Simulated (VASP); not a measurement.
# Ir (I4/mmm) in VASP: notebook

Runs on Ir. Level: r2SCAN. Tasks: single point.

Program: VASP 6.6.1. These are calculated values, not measurements. Logs are shortened: lines on timing, memory, paths and dates and some standing lists are left out, and cuts for length are marked.

### 1 The cell of the first run

The structure is tetragonal, space group I4/mmm (No. 139). The conventional cell has a = 2.715 Å, b = 2.715 Å, c = 3.897 Å, α = 90.00°, β = 90.00°, γ = 90.00°. Within 3.6 Å of Ir (site symmetry 4/mmm) lie 12 Ir at 2.71 to 2.74 Å.

### 2 Single point, r2SCAN (strain +0.0150 x Voigt [0, 1, 0, 0, 0, 0])

Input file POSCAR:

```
Ir
1.0
    0.0000000000      1.9484955000      1.9197000000
    1.9197000000      0.0000000000      1.9197000000
    1.9197000000      1.9484955000      0.0000000000
Ir
1
Direct
    0.0000000000      0.0000000000      0.0000000000
```

Input file INCAR.step1:

```
SYSTEM = Ir
  PREC = Accurate
  ENCUT = 520
  ISMEAR = 0
  SIGMA = 0.15
  LREAL = .FALSE.
  LASPH = .TRUE.
  NELM = 100
  NBANDS = 10
  GGA = PE
  ALGO = Normal
  EDIFF = 1E-4
  LWAVE = .TRUE.
  LCHARG = .FALSE.
```

Input file INCAR.step2:

```
SYSTEM = Ir
  PREC = Accurate
  ENCUT = 520
  EDIFF = 1E-6
  ISMEAR = 0
  SIGMA = 0.15
  LREAL = .FALSE.
  LASPH = .TRUE.
  NELM = 100
  ALGO = Normal
  ISIF = 2
  LWAVE = .FALSE.
  LCHARG = .TRUE.
  METAGGA = R2SCAN
  LMIXTAU = .TRUE.
  LELF = .TRUE.
  LVHAR = .TRUE.
  NBANDS = 10
  ISTART = 1
```

Input file KPOINTS:

```
regular mesh
0
G
  22 22 22
  0 0 0
```

Potentials or basis: VASP PAW PBE potentials, release 64 (Ir).

Started as:

```
$ cat potpaw_PBE.64/Ir/POTCAR > POTCAR
$ cp INCAR.step1 INCAR
$ mpirun -np 1 vasp_std > vasp.out
$ cp INCAR.step2 INCAR
$ mpirun -np 1 vasp_std > vasp.out
```

OUTCAR:

```text
SYSTEM = Ir
   PREC = Accurate
   ENCUT = 520
   EDIFF = 1E-6
   ISMEAR = 0
   LREAL = .FALSE.
   LASPH = .TRUE.
   NELM = 100
   ISIF = 2
   METAGGA = R2SCAN
   ISTART = 1

 ion  position               nearest neighbor table
   1  0.000  0.000  0.000-

  LATTYP: Found a body centered tetragonal cell.
 ALAT       =     2.7148657757
 C/A-ratio  =     1.4354267658

  Lattice vectors:

 A1 = (   0.0000000000,  -1.9484955000,   1.9197000000)
 A2 = (   0.0000000000,  -1.9484955000,  -1.9197000000)
 A3 = (   1.9197000000,   1.9484955000,   0.0000000000)

Analysis of symmetry for initial positions (statically):
=====================================================================
 Subroutine PRICEL returns:
 Original cell was already a primitive cell.

 Routine SETGRP: Setting up the symmetry group for a
 body centered tetragonal supercell.

 Subroutine GETGRP returns: Found 16 space group operations
 (whereof 16 operations were pure point group operations)
 out of a pool of 16 trial point group operations.

The static configuration has the point symmetry D_4h.

Analysis of symmetry for dynamics (positions and initial velocities):
=====================================================================
 Subroutine PRICEL returns:
 Original cell was already a primitive cell.

 Routine SETGRP: Setting up the symmetry group for a
 body centered tetragonal supercell.

 Subroutine GETGRP returns: Found 16 space group operations
 (whereof 16 operations were pure point group operations)
 out of a pool of 16 trial point group operations.

The dynamic configuration has the point symmetry D_4h.

 Subroutine INISYM returns: Found 16 space group operations
 (whereof 16 operations are pure point group operations),
 and found     1 'primitive' translations

----------------------------------------------------------------------------------------

                                     Primitive cell

  volume of cell :      14.3614

  direct lattice vectors                    reciprocal lattice vectors
     0.000000000  1.948495500  1.919700000    -0.260457363  0.256608240  0.260457363
     1.919700000  0.000000000  1.919700000     0.260457363 -0.256608240  0.260457363
     1.919700000  1.948495500  0.000000000     0.260457363  0.256608240 -0.260457363

  length of vectors
     2.735303055  2.714865776  2.735303055     0.448914095  0.448914095  0.448914095

  position of ions in fractional coordinates (direct lattice)
     0.000000000  0.000000000  0.000000000

  ion indices of the primitive-cell ions
   primitive index   ion index
                 1           1

----------------------------------------------------------------------------------------

 KPOINTS: regular mesh

Automatic generation of k-mesh.
 Grid dimensions read from file:
 generate k-points for:   22   22   22

 Generating k-lattice:

  Cartesian coordinates                     Fractional coordinates (reciprocal lattice)
    -0.011838971  0.011664011  0.011838971     0.045454545  0.000000000  0.000000000
     0.011838971 -0.011664011  0.011838971    -0.000000000  0.045454545 -0.000000000
     0.011838971  0.011664011 -0.011838971     0.000000000  0.000000000  0.045454545

  Length of vectors
     0.020405186  0.020405186  0.020405186

  Shift w.r.t. Gamma in fractional coordinates (k-lattice)
     0.000000000  0.000000000  0.000000000

 Subroutine IBZKPT returns following result:
 ===========================================

 Found    834 irreducible k-points:

 Following reciprocal coordinates:
            Coordinates               Weight
  0.000000  0.000000  0.000000      1.000000
  0.045455  0.000000  0.000000      8.000000
  0.090909  0.000000  0.000000      8.000000
  0.136364  0.000000  0.000000      8.000000
  0.181818  0.000000  0.000000      8.000000
  0.227273  0.000000  0.000000      8.000000
[... 16 lines left out ...]
  0.500000  0.045455  0.000000     16.000000
 -0.454545  0.045455 -0.000000     16.000000
 [... further k-points ...]
   k-points           NKPTS =    834   k-points in BZ     NKDIM =    834   number of bands    NBANDS=     10
   number of dos      NEDOS =    301   number of ions     NIONS =      1
   total plane-waves  NPLWV =   8000
   dimension x,y,z NGX =    20 NGY =   20 NGZ =   20
   dimension x,y,z NGXF=    40 NGYF=   40 NGZF=   40
   ions per type =               1
   NGX,Y,Z   is equivalent  to a cutoff of  12.16, 12.25, 12.16 a.u.
   NGXF,Y,Z  is equivalent  to a cutoff of  24.31, 24.49, 24.31 a.u.
 SYSTEM =  Ir
   PREC   = accura    normal or accurate (medium, high low for compatibility)
   ISTART =      1    job   : 0-new  1-cont  2-samecut
   ICHARG =      0    charge: 1-file 2-atom 10-const
   ISPIN  =      1    spin polarized calculation?
   LNONCOLLINEAR =      F non collinear calculations
   LSORBIT =      F    spin-orbit coupling
   LASPH  =      T    aspherical Exc in radial PAW
   ENCUT  =  520.0 eV  38.22 Ry    6.18 a.u.   5.09  5.05  5.09*2*pi/ulx,y,z
   NELM   =    100;   NELMIN=  2; NELMDL=  0     # of ELM steps
   EDIFF  = 0.1E-05   stopping-criterion for ELM
   LREAL  =      F    real-space projection
   EDIFFG = 0.1E-04   stopping-criterion for IOM
   NSW    =      0    number of steps for IOM
   IBRION =     -1    ionic relax: 0-MD 1-quasi-New 2-CG
   NFREE  =      0    steps in history (QN), initial steepest desc. (CG)
   ISIF   =      2    stress and relaxation
   ISYM   =      2    0-nonsym 1-usesym 2-fastsym
   POTIM  = 0.5000    time-step for ionic-motion
   TEBEG  =    0.0;   TEEND  =   0.0 temperature during run
   PSTRESS=    0.0 pullay stress
   NELECT =       9.0000    total number of electrons
   NUPDOWN=      -1.0000    fix difference up-down
   EMIN   =  10.00;   EMAX   =-10.00  energy-range for DOS
   EFERMI =   0.00;   METHOD = LEGACY
   ISMEAR =     0;   SIGMA  =   0.15  broadening in eV -4-tet -1-fermi 0-gaus
   EFERMI_NEDOS =   21; number of points for ismear=-14 and -15
   IALGO  =     38    algorithm
   IMIX   =      4    mixing-type and parameters
     AMIX     =   0.40;   BMIX     =  1.00
     AMIX_MAG =   1.60;   BMIX_MAG =  1.00
  volume/ion in A,a.u.               =      14.36        96.92
  Fermi-wavevector in a.u.,A,eV,Ry     =   1.400953  2.647418 26.703744  1.962670
  Thomas-Fermi vector in A             =   2.523863
   LORBIT       =      0    0 simple, 1 ext, 2 COOP (PROOUT), +10 PAW based schemes
   METAGGA = R2SCAN    functional components
   LHFCALC =     F    Hartree Fock is set to
   AEXX    =    0.0000 exact exchange contribution
   IVDW    =     0    specifies the selected vdW correction
   LEPSILON=     F    determine dielectric tensor
   LRPA    =     F    only Hartree local field effects (RPA)
 non-spin polarized calculation
 Gauss-broadening in eV      SIGMA  =   0.15
  energy-cutoff  :      520.00
  volume of cell :       14.36
 maximum number of plane-waves:       397
   NGX = 11   NGY =  9   NGZ = 11

 number of electron       9.0000000 magnetization

 Free energy of the ion-electron system (eV)
  ---------------------------------------------------
  ext. energy  EPLUGINS =         0.00000000
  ---------------------------------------------------
  free energy    TOTEN  =       -52.36575152 eV

  energy without entropy =      -52.35353472  energy(sigma->0) =      -52.35964312

 E-fermi :   9.8926     XC(G=0): -15.2240

 val. band max:        9.8904332800   @ k =  -0.3636   0.0000   0.0455
 cond. band min:       9.8948777152   @ k =   0.2273   0.3182   0.0455
 fundamental gap:      0.0044444352
 Fermi energy:         9.8926070535

 k-point     1 :       0.0000    0.0000    0.0000
  band No.  band energies     occupation
      1      -1.4457      2.00000
      2       5.8763      2.00000
      3       6.0778      2.00000
      4       6.0778      2.00000
      5       8.5218      2.00000
      6       8.7837      2.00000
      7      25.0542      0.00000
      8      30.5093      0.00000
      9      30.9810      0.00000
     10      30.9810      0.00000

 k-point     2 :       0.0455    0.0000    0.0000
  band No.  band energies     occupation
      1      -1.3507      2.00000
      2       5.8789      2.00000
      3       6.0651      2.00000
      4       6.1193      2.00000
      5       8.4977      2.00000
      6       8.7548      2.00000
      7      25.2163      0.00000
      8      30.2405      0.00000
      9      30.8823      0.00000
     10      31.1341      0.00000

 k-point     3 :       0.0909    0.0000    0.0000
  band No.  band energies     occupation
      1      -1.0720      2.00000
      2       5.7965      2.00000
      3       6.1210      2.00000
      4       6.2339      2.00000
      5       8.4406      2.00000
      6       8.6819      2.00000
      7      25.6751      0.00000
      8      29.1600      0.00000
      9      31.2681      0.00000
     10      31.5833      0.00000

 k-point     4 :       0.1364    0.0000    0.0000
  band No.  band energies     occupation
      1      -0.6304      2.00000
      2       5.6270      2.00000
      3       6.2525      2.00000
      4       6.3884      2.00000
      5       8.3979      2.00000
      6       8.6092      2.00000
      7      26.3385      0.00000
      8      27.8615      0.00000
      9      31.9683      0.00000
     10      32.2979      0.00000
[... 222 lines left out ...]
 k-point    22 :       0.4545    0.0455    0.0000
  band No.  band energies     occupation
      1       1.7513      2.00000
      2       5.8186      2.00000
      3       5.9968      2.00000
      4       8.2733      2.00000
      5      10.7699      0.00000
      6      10.9134      0.00000
      7      18.2199      0.00000
      8      25.0319      0.00000
      9      30.5598      0.00000
     10      31.1408      0.00000

 k-point    23 :       0.5000    0.0455    0.0000
  band No.  band energies     occupation
      1       1.7455      2.00000
      2       5.7703      2.00000
      3       5.9473      2.00000
      4       8.7742      2.00000
      5      10.8531      0.00000
      6      11.2633      0.00000
      7      17.4421      0.00000
      8      24.8451      0.00000
      9      30.3540      0.00000
     10      30.6131      0.00000

 k-point    24 :      -0.4545    0.0455   -0.0000
  band No.  band energies     occupation
      1       1.7477      2.00000
      2       5.7794      2.00000
      3       5.9567      2.00000
      4       8.6926      2.00000
      5      10.7154      0.00000
      6      11.2715      0.00000
      7      17.6195      0.00000
      8      24.8831      0.00000
      9      30.3552      0.00000
     10      30.7735      0.00000

 [... further k-points ...]

------------------------ aborting loop because EDIFF is reached ----------------------------------------

  FORCE on cell =-STRESS in cart. coord.  units (eV):
  Direction    XX          YY          ZZ          XY          YZ          ZX
  --------------------------------------------------------------------------------------
  -------------------------------------------------------------------------------------
  Total        0.0242929     -0.4635473      0.0242929      0.0000000     -0.0000000      0.0000000
  in kB        2.7101507    -51.7140434      2.7101507      0.0000000     -0.0000000      0.0000000
  external PRESSURE =     -15.4312473 kB  Pullay stress =       0.0000000 kB

 VOLUME and BASIS-vectors are now :
 -----------------------------------------------------------------------------
  energy-cutoff  :      520.00
  volume of cell :       14.36
      direct lattice vectors                 reciprocal lattice vectors
     0.000000000  1.948495500  1.919700000    -0.260457363  0.256608240  0.260457363
     1.919700000  0.000000000  1.919700000     0.260457363 -0.256608240  0.260457363
     1.919700000  1.948495500  0.000000000     0.260457363  0.256608240 -0.260457363

 POSITION                                       TOTAL-FORCE (eV/Angst)
 -----------------------------------------------------------------------------------
      0.00000      0.00000      0.00000         0.000000      0.000000      0.000000
 -----------------------------------------------------------------------------------
    total drift:                                0.000000     -0.000000     -0.000000

  FREE ENERGIE OF THE ION-ELECTRON SYSTEM (eV)
  ---------------------------------------------------
  free  energy   TOTEN  =       -52.3657515199 eV

  energy  without entropy=      -52.3535347156  energy(sigma->0) =      -52.35964312
```

Run time: 2.6 min. Hardware: 1 thread of Intel Xeon 6975P-C (Granite Rapids), shared host; peak memory 0.24 GiB.

What came out:

- Free energy: -52.3658 eV
- Pressure: -1.5 GPa
- Band gap on the k mesh: zero (an odd number of electrons rules out a gap without spin polarisation)

Caveat: the cell differs from its parent crystal (strain +0.0150 x Voigt [0, 1, 0, 0, 0, 0]); the PAW data sets were made with another functional, which shifts forces and pressure a little; spin-orbit coupling is left out, which moves the levels of the heavy elements.

[end of part 1 of 3]
